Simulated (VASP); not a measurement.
**SiO2: single point with PBE**

SiO2:

```
Si O
1.0
     6.68012    0.00979   -0.19473
     0.00979    6.83899   -0.11972
    -0.19473   -0.11972    6.88672
Si O
7 14
Direct
  0.69537 0.32169 0.60616
  0.01514 0.92534 0.60148
  0.37724 0.00741 0.54711
  0.86915 0.15895 0.94295
  0.81176 0.58672 0.34002
  0.58045 0.15298 0.25059
  0.15103 0.28811 0.30002
  0.85307 0.35352 0.79264
  0.05277 0.19278 0.09971
  0.91447 0.96844 0.79488
  0.13920 0.11319 0.47977
  0.25511 0.87359 0.68376
  0.73327 0.56135 0.12811
  0.39553 0.29418 0.25872
  0.66240 0.10502 0.04059
  0.06648 0.49507 0.36429
  0.50034 0.19185 0.66206
  0.47736 0.95846 0.34217
  0.88584 0.81844 0.43174
  0.66357 0.54538 0.53030
  0.76720 0.21775 0.39689
```

* Program: VASP 6.6.1
* Task: single point
* Functional: PBE
* Potentials or basis: VASP PAW PBE potentials, release 64 (Si, O)
* Cutoff: 520 eV
* k mesh: 1 × 1 × 1
* Occupations: fermi-dirac, width 0.05 eV
* Spin: no spin polarisation
* Dipole correction: no
* Further INCAR settings: LREAL = Auto; ALGO = Normal; EDIFF = 1e-07; NBANDS = 72; ISYM = 0

```
Pressure               : 2.8 GPa
Largest force          : 3.432 eV/Å
Band gap on the k mesh : 2.91 eV
```

Forces in eV/Å, atoms in the order of the input:
```
Si  -0.553  2.135 -0.096
Si   2.202 -0.563 -1.836
Si   0.331  1.788 -0.135
Si  -0.033  1.106 -0.890
Si   1.592  1.526  1.329
Si   0.167 -1.611 -1.265
Si   0.809 -0.119 -0.616
O    0.023 -2.561  0.796
O    0.011 -0.381 -0.145
O   -1.492  1.310  1.973
O    0.574  0.788 -0.629
O   -0.283 -1.669 -0.137
O   -0.473 -0.321 -0.551
O   -2.883  1.830  0.348
O    0.101 -0.092 -0.307
O   -1.371  0.322  0.765
O   -0.049 -0.693 -0.182
O    0.039 -1.180  0.827
O    0.043 -0.839 -0.325
O    0.513 -0.618 -0.413
O    0.733 -0.160  1.490
```

Stress tensor (GPa, compression positive):
```
 2.01 -2.12  1.41
-2.12  2.54  0.42
 1.41  0.42  3.90
```

Levels at points of the mesh, in eV from the valence-band top:
```csv
k point,band 53,band 54,band 55,band 56,band 57,band 58,band 59,band 60
"(0.00, 0.00, 0.00)",-2.12,-1.51,-0.34,0.00,2.91,4.75,5.73,5.97
```

Wall time 25 s on 1 thread of Intel(R) Xeon(R) 6975P-C (Granite Rapids), with other jobs on the host, peak memory 0.33 GiB.

Caveat: the k points lie up to 0.94 Å⁻¹ apart.
